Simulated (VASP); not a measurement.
# NaF (Villiaumite) (Fm-3m) in VASP: single point with PBE

Aim: the single point of NaF (Villiaumite) with PBE.

Everything below comes from runs of VASP 6.6.1. Logs are shortened: lines on timing, memory, paths and dates and some standing lists are left out, and cuts for length are marked.

### 1 The cell of the first run

It takes space group Fm-3m (No. 225, cubic). Conventional cell: a = 4.594 Å, b = 4.594 Å, c = 4.594 Å, α = 90.00°, β = 90.00°, γ = 90.00°. Na (site symmetry m-3m) has 6 F at 2.30 Å within 3.0 Å. F (site symmetry m-3m) has 6 Na at 2.30 Å within 3.0 Å.

### 2 Single point, PBE

The input, INCAR:

```
ALGO = Normal ; EDIFF = 1E-6
ENCUT = 520 ; GGA = PE
ISIF = 2 ; ISMEAR = 0
LASPH = T ; LCHARG = F
LREAL = F ; LWAVE = F
NBANDS = 14 ; NELM = 100
PREC = Accurate ; SIGMA = 0.01
```

The input, KPOINTS:

```
k-points
0
Gamma
  6 6 6
```

The input, POSCAR:

```
NaF
1.0
    0.0000000000      2.2972417821      2.2972417821
    2.2972417821      0.0000000000      2.2972417821
    2.2972417821      2.2972417821      0.0000000000
Na F
1 1
Direct
    0.0000000000      0.0000000000      0.0000000000
    0.5000000000      0.5000000000      0.5000000000
```

Potentials or basis: VASP PAW PBE potentials, release 64 (Na_pv, F).

On the command line:

```sh
> cat potpaw_PBE.64/Na_pv/POTCAR potpaw_PBE.64/F/POTCAR > POTCAR
> mpirun -np 1 vasp_std > vasp.out
```

OUTCAR:

```text
EDIFF = 1E-6
   ENCUT = 520
   GGA = PE
   ISIF = 2
   ISMEAR = 0
   LASPH = T
   LREAL = F
   NELM = 100
   PREC = Accurate

 ion  position               nearest neighbor table
   1  0.000  0.000  0.000-   2 2.30   2 2.30   2 2.30   2 2.30   2 2.30   2 2.30
   2  0.500  0.500  0.500-   1 2.30   1 2.30   1 2.30   1 2.30   1 2.30   1 2.30

  LATTYP: Found a face centered cubic cell.
 ALAT       =     4.5944835642

  Lattice vectors:

 A1 = (   0.0000000000,   2.2972417821,   2.2972417821)
 A2 = (   2.2972417821,   0.0000000000,   2.2972417821)
 A3 = (   2.2972417821,   2.2972417821,   0.0000000000)

Analysis of symmetry for initial positions (statically):
=====================================================================
 Subroutine PRICEL returns:
 Original cell was already a primitive cell.

 Routine SETGRP: Setting up the symmetry group for a
 face centered cubic supercell.

 Subroutine GETGRP returns: Found 48 space group operations
 (whereof 48 operations were pure point group operations)
 out of a pool of 48 trial point group operations.

The static configuration has the point symmetry O_h .

Analysis of symmetry for dynamics (positions and initial velocities):
=====================================================================
 Subroutine PRICEL returns:
 Original cell was already a primitive cell.

 Routine SETGRP: Setting up the symmetry group for a
 face centered cubic supercell.

 Subroutine GETGRP returns: Found 48 space group operations
 (whereof 48 operations were pure point group operations)
 out of a pool of 48 trial point group operations.

The dynamic configuration has the point symmetry O_h .

 Subroutine INISYM returns: Found 48 space group operations
 (whereof 48 operations are pure point group operations),
 and found     1 'primitive' translations

----------------------------------------------------------------------------------------

                                     Primitive cell

  volume of cell :      24.2466

  direct lattice vectors                    reciprocal lattice vectors
     0.000000000  2.297241782  2.297241782    -0.217652318  0.217652318  0.217652318
     2.297241782  0.000000000  2.297241782     0.217652318 -0.217652318  0.217652318
     2.297241782  2.297241782  0.000000000     0.217652318  0.217652318 -0.217652318

  length of vectors
     3.248790484  3.248790484  3.248790484     0.376984874  0.376984874  0.376984874

  position of ions in fractional coordinates (direct lattice)
     0.000000000  0.000000000  0.000000000
     0.500000000  0.500000000  0.500000000

  ion indices of the primitive-cell ions
   primitive index   ion index
                 1           1
                 2           2

----------------------------------------------------------------------------------------

 KPOINTS: k-points

Automatic generation of k-mesh.
 Grid dimensions read from file:
 generate k-points for:    6    6    6

 Generating k-lattice:

  Cartesian coordinates                     Fractional coordinates (reciprocal lattice)
    -0.036275386  0.036275386  0.036275386     0.166666667  0.000000000  0.000000000
     0.036275386 -0.036275386  0.036275386     0.000000000  0.166666667  0.000000000
     0.036275386  0.036275386 -0.036275386     0.000000000  0.000000000  0.166666667

  Length of vectors
     0.062830812  0.062830812  0.062830812

  Shift w.r.t. Gamma in fractional coordinates (k-lattice)
     0.000000000  0.000000000  0.000000000

 Subroutine IBZKPT returns following result:
 ===========================================

 Found     16 irreducible k-points:

 Following reciprocal coordinates:
            Coordinates               Weight
  0.000000  0.000000  0.000000      1.000000
  0.166667  0.000000  0.000000      8.000000
  0.333333  0.000000  0.000000      8.000000
  0.500000  0.000000  0.000000      4.000000
  0.166667  0.166667  0.000000      6.000000
  0.333333  0.166667  0.000000     24.000000
[... 8 lines left out ...]
 -0.333333  0.333333  0.166667     24.000000
 -0.333333  0.500000  0.166667     12.000000
   k-points           NKPTS =     16   k-points in BZ     NKDIM =     16   number of bands    NBANDS=     14
   number of dos      NEDOS =    301   number of ions     NIONS =      2
   total plane-waves  NPLWV =  13824
   dimension x,y,z NGX =    24 NGY =   24 NGZ =   24
   dimension x,y,z NGXF=    48 NGYF=   48 NGZF=   48
   ions per type =               1   1
   NGX,Y,Z   is equivalent  to a cutoff of  12.28, 12.28, 12.28 a.u.
   NGXF,Y,Z  is equivalent  to a cutoff of  24.56, 24.56, 24.56 a.u.
 SYSTEM =  unknown system
   PREC   = accura    normal or accurate (medium, high low for compatibility)
   ISTART =      0    job   : 0-new  1-cont  2-samecut
   ICHARG =      2    charge: 1-file 2-atom 10-const
   ISPIN  =      1    spin polarized calculation?
   LNONCOLLINEAR =      F non collinear calculations
   LSORBIT =      F    spin-orbit coupling
   LASPH  =      T    aspherical Exc in radial PAW
   ENCUT  =  520.0 eV  38.22 Ry    6.18 a.u.   6.04  6.04  6.04*2*pi/ulx,y,z
   NELM   =    100;   NELMIN=  2; NELMDL= -5     # of ELM steps
   EDIFF  = 0.1E-05   stopping-criterion for ELM
   LREAL  =      F    real-space projection
   EDIFFG = 0.1E-04   stopping-criterion for IOM
   NSW    =      0    number of steps for IOM
   IBRION =     -1    ionic relax: 0-MD 1-quasi-New 2-CG
   NFREE  =      0    steps in history (QN), initial steepest desc. (CG)
   ISIF   =      2    stress and relaxation
   ISYM   =      2    0-nonsym 1-usesym 2-fastsym
   POTIM  = 0.5000    time-step for ionic-motion
   TEBEG  =    0.0;   TEEND  =   0.0 temperature during run
   PSTRESS=    0.0 pullay stress
   NELECT =      14.0000    total number of electrons
   NUPDOWN=      -1.0000    fix difference up-down
   EMIN   =  10.00;   EMAX   =-10.00  energy-range for DOS
   EFERMI =   0.00;   METHOD = LEGACY
   ISMEAR =     0;   SIGMA  =   0.01  broadening in eV -4-tet -1-fermi 0-gaus
   EFERMI_NEDOS =   21; number of points for ismear=-14 and -15
   IALGO  =     38    algorithm
   IMIX   =      4    mixing-type and parameters
     AMIX     =   0.40;   BMIX     =  1.00
     AMIX_MAG =   1.60;   BMIX_MAG =  1.00
  volume/ion in A,a.u.               =      12.12        81.81
  Fermi-wavevector in a.u.,A,eV,Ry     =   1.363225  2.576121 25.284819  1.858382
  Thomas-Fermi vector in A             =   2.489646
   LORBIT       =      0    0 simple, 1 ext, 2 COOP (PROOUT), +10 PAW based schemes
   GGA     = PE    functional components
   LHFCALC =     F    Hartree Fock is set to
   AEXX    =    0.0000 exact exchange contribution
   IVDW    =     0    specifies the selected vdW correction
   LEPSILON=     F    determine dielectric tensor
   LRPA    =     F    only Hartree local field effects (RPA)
 non-spin polarized calculation
 Gauss-broadening in eV      SIGMA  =   0.01
  energy-cutoff  :      520.00
  volume of cell :       24.25
 maximum number of plane-waves:       660
   NGX = 13   NGY = 13   NGZ = 13

 number of electron      13.9999992 magnetization

 Free energy of the ion-electron system (eV)
  ---------------------------------------------------
  ext. energy  EPLUGINS =         0.00000000
  ---------------------------------------------------
  free energy    TOTEN  =        -8.54961567 eV

  energy without entropy =       -8.54961567  energy(sigma->0) =       -8.54961567

 E-fermi :  -1.8053     XC(G=0):  -9.2786

 val. band max:       -1.9700617316   @ k =   0.0000   0.0000   0.0000
 cond. band min:       4.4700556436   @ k =   0.0000   0.0000   0.0000
 fundamental gap:      6.4401173752
 Fermi energy:        -1.8053376100

 k-point     1 :       0.0000    0.0000    0.0000
  band No.  band energies     occupation
      1     -21.1878      2.00000
      2     -20.8409      2.00000
      3     -20.8409      2.00000
      4     -20.8409      2.00000
      5      -1.9701      2.00000
      6      -1.9701      2.00000
      7      -1.9701      2.00000
      8       4.4701      0.00000
      9      17.1905      0.00000
     10      17.1905      0.00000
     11      17.1905      0.00000
     12      20.1056      0.00000
     13      22.3125      0.00000
     14      22.3125      0.00000

 k-point     2 :       0.1667    0.0000    0.0000
  band No.  band energies     occupation
      1     -21.4489      2.00000
      2     -20.8442      2.00000
      3     -20.8442      2.00000
      4     -20.5430      2.00000
      5      -2.4716      2.00000
      6      -2.0383      2.00000
      7      -2.0383      2.00000
      8       5.4135      0.00000
      9      14.7020      0.00000
     10      17.6127      0.00000
     11      17.6127      0.00000
     12      21.4917      0.00000
     13      21.4917      0.00000
     14      22.6212      0.00000

 k-point     3 :       0.3333    0.0000    0.0000
  band No.  band energies     occupation
      1     -21.7067      2.00000
      2     -20.8507      2.00000
      3     -20.8507      2.00000
      4     -20.2096      2.00000
      5      -3.2732      2.00000
      6      -2.1720      2.00000
      7      -2.1720      2.00000
      8       7.4217      0.00000
      9      12.2005      0.00000
     10      18.2872      0.00000
     11      18.2872      0.00000
     12      21.0165      0.00000
     13      21.0165      0.00000
     14      22.4709      0.00000
[... 188 lines left out ...]
 k-point    15 :      -0.3333    0.3333    0.1667
  band No.  band energies     occupation
      1     -21.5207      2.00000
      2     -20.9232      2.00000
      3     -20.8974      2.00000
      4     -20.3085      2.00000
      5      -3.1406      2.00000
      6      -2.7220      2.00000
      7      -2.3989      2.00000
      8      10.6088      0.00000
      9      11.1342      0.00000
     10      14.4612      0.00000
     11      16.3373      0.00000
     12      20.9827      0.00000
     13      21.6942      0.00000
     14      26.3495      0.00000

 k-point    16 :      -0.3333    0.5000    0.1667
  band No.  band energies     occupation
      1     -21.3186      2.00000
      2     -20.9700      2.00000
      3     -20.9223      2.00000
      4     -20.4699      2.00000
      5      -3.0833      2.00000
      6      -2.6382      2.00000
      7      -2.5206      2.00000
      8      11.4114      0.00000
      9      11.4268      0.00000
     10      12.8916      0.00000
     11      16.0628      0.00000
     12      19.8172      0.00000
     13      24.4120      0.00000
     14      24.4793      0.00000

------------------------ aborting loop because EDIFF is reached ----------------------------------------

  FORCE on cell =-STRESS in cart. coord.  units (eV):
  Direction    XX          YY          ZZ          XY          YZ          ZX
  --------------------------------------------------------------------------------------
  -------------------------------------------------------------------------------------
  Total        0.5290569      0.5290569      0.5290569     -0.0000000      0.0000000     -0.0000000
  in kB       34.9593089     34.9593089     34.9593089     -0.0000000      0.0000000     -0.0000000
  external PRESSURE =      34.9593089 kB  Pullay stress =       0.0000000 kB

 VOLUME and BASIS-vectors are now :
 -----------------------------------------------------------------------------
  energy-cutoff  :      520.00
  volume of cell :       24.25
      direct lattice vectors                 reciprocal lattice vectors
     0.000000000  2.297241782  2.297241782    -0.217652318  0.217652318  0.217652318
     2.297241782  0.000000000  2.297241782     0.217652318 -0.217652318  0.217652318
     2.297241782  2.297241782  0.000000000     0.217652318  0.217652318 -0.217652318

 POSITION                                       TOTAL-FORCE (eV/Angst)
 -----------------------------------------------------------------------------------
      0.00000      0.00000      0.00000         0.000000      0.000000      0.000000
      2.29724      2.29724      2.29724        -0.000000     -0.000000     -0.000000
 -----------------------------------------------------------------------------------
    total drift:                                0.000000     -0.000000      0.000000

  FREE ENERGIE OF THE ION-ELECTRON SYSTEM (eV)
  ---------------------------------------------------
  free  energy   TOTEN  =        -8.5496156672 eV

  energy  without entropy=       -8.5496156672  energy(sigma->0) =       -8.54961567
```

Wall time 6.1 s (1 thread of Intel Xeon 8259CL, shared host); peak memory 0.13 GiB.

Results:

* Free energy: -8.5496 eV
* Pressure: 3.5 GPa
* Band gap on the k mesh: 6.44 eV, direct

Levels at points of the mesh, in eV from the valence-band top:
| k point | band 3 | band 4 | band 5 | band 6 | band 7 | band 8 | band 9 | band 10 | band 11 | band 12 |
| --- | --- | --- | --- | --- | --- | --- | --- | --- | --- | --- |
| (0.00, 0.00, 0.00) | -18.87 | -18.87 | 0.00 | 0.00 | 0.00 | 6.44 | 19.16 | 19.16 | 19.16 | 22.08 |
| (0.50, 0.00, 0.00) | -18.88 | -18.11 | -1.64 | -0.27 | -0.27 | 10.94 | 12.69 | 20.39 | 20.39 | 23.23 |
| (0.50, 0.50, 0.00) | -18.93 | -18.93 | -1.31 | -0.42 | -0.42 | 13.37 | 13.39 | 13.86 | 20.11 | 20.11 |
